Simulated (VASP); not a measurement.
Crystal: Eu.

```
Eu
1.0
    -2.34817    2.34817    2.34817
     2.34817   -2.34817    2.34817
     2.34817    2.34817   -2.34817
Eu
1
Cartesian
  0.0000 0.0000 0.0000
```

Base run:

```yaml
Program: VASP 6.6.1
Functional: r2SCAN
Potentials_or_basis: VASP PAW PBE potentials, release 64 (Eu)
Cutoff: 520 eV
k_mesh: 8 × 8 × 8
Occupations: fermi-dirac, width 0.05 eV
Spin: collinear spin, ferromagnetic start
Starting_moments: "[7.0] μB"
```

Its results: pressure -2.1 GPa; net moment 7.71 μB per cell; site moments Eu +6.69 μB.

Question: The run is repeated on the same cell with these changes: functional from r2SCAN to PBE; further incar settings from ALGO = Normal; EDIFF = 1e-06; NBANDS = 18 to ALGO = Fast; EDIFF = 1e-06; NBANDS = 18. What comes out?

Answer: Pressure -2.3 GPa; net moment 7.40 μB per cell; site moments Eu +6.71 μB.

Caveats: the PAW data sets were made with another functional, which shifts forces and pressure a little (at least some runs).
